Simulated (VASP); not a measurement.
Input of a VASP 6.6.1 run:

INCAR

```
PREC = Accurate
ENCUT = 520
EDIFF = 1E-6
ISMEAR = 0
SIGMA = 0.02
LREAL = False
LASPH = True
NELM = 80
ALGO = Normal
ISIF = 2
LWAVE = False
LCHARG = True
GGA = PE
LELF = True
LVHAR = True
NBANDS = 21
```

The input KPOINTS:

```
regular mesh
0
Gamma
  10 10 10
```

File POSCAR:

```
PbF2
1.0
   -1.7439706209      1.7439706209      3.7832966756
    1.7439706209     -1.7439706209      3.7832966756
    1.7439706209      1.7439706209     -3.7832966756
Pb F
1 2
Direct
    0.0000000000      0.0000000000      0.0000000000
    0.3393257399      0.3393257399      0.0000000000
    0.6606742601      0.6606742601      0.0000000000
```

Potentials or basis: VASP PAW PBE potentials, release 64 (Pb_d, F).

The run is started by

```console
$ cat potpaw_PBE.64/Pb_d/POTCAR potpaw_PBE.64/F/POTCAR > POTCAR
$ mpirun -np 1 vasp_std > vasp.out
```

Q: Estimate the pressure.

A: -0.3 GPa.

Q: Estimate the band gap on the k mesh.

A: 3.21 eV.

Caveat: spin-orbit coupling is left out, which moves the levels of the heavy elements. A k mesh can miss the band edges.
